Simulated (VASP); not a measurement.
Runs of VASP 6.6.1 on MoS2. The structure is that of space group P6_3/mmc (No. 194), or close to it. The cells are those of the table. 

| task | cell | gap on the mesh (eV) | pressure (GPa) | largest force (eV/Å) |
| --- | --- | --- | --- | --- |
| electric field gradients | a = 3.161, b = 3.147, c = 12.295 Å, angles 89.8, 89.4, 119.6°, 6 atoms | 0.83 | 1.2 | 0.81 |
| single point | a = 3.118, b = 3.118, c = 12.129 Å, angles 90.0, 90.0, 120.0°, 6 atoms | 0.84 | 8.4 | 1.55 |
| electric field gradients | a = 3.203, b = 3.203, c = 12.457 Å, angles 90.0, 90.0, 120.0°, 6 atoms | 0.84 | (b) | 0.08 |
| electric field gradients | a = 3.172, b = 3.172, c = 12.336 Å, angles 90.0, 90.0, 120.0°, 6 atoms | 0.84 | -0.4 | 0.58 |
| single point | a = 3.150, b = 3.150, c = 12.254 Å, angles 90.0, 90.0, 120.0°, 6 atoms | 0.84 | (a) | 0.95 |
| electric field gradients | a = 3.161, b = 3.175, c = 12.295 Å, angles 90.2, 90.6, 120.4°, 6 atoms | 0.82 | 1.2 | 0.82 |
| single point | a = 3.223, b = 3.223, c = 12.536 Å, angles 90.0, 90.0, 120.0°, 6 atoms | 0.83 | -7.2 | 0.23 |
| single point | a = 3.096, b = 3.096, c = 12.044 Å, angles 90.0, 90.0, 120.0°, 6 atoms | 0.82 | 12.7 | 2.00 |

Alike in all rows: level LDA; potentials or basis VASP PAW LDA potentials, release 64 (Mo_sv, S); no spin polarisation; k mesh 10 × 10 × 3; cutoff (eV) 520; smearing fermi-dirac 0.03 eV.

Question: Fill in the values left out.

Answer: (a) 2.8; (b) -4.7.

Caveats: an odd mesh through Γ misses points on the zone boundary, where band edges can lie; the cell stands under pressure (at least some runs); forces of over 1 eV/Å act on the atoms, so gaps and moduli don't describe the material at rest (at least some runs); the cell stands under tension (at least some runs).

A k mesh can miss the band edges, and the runs leave out spin-orbit coupling on Mo.
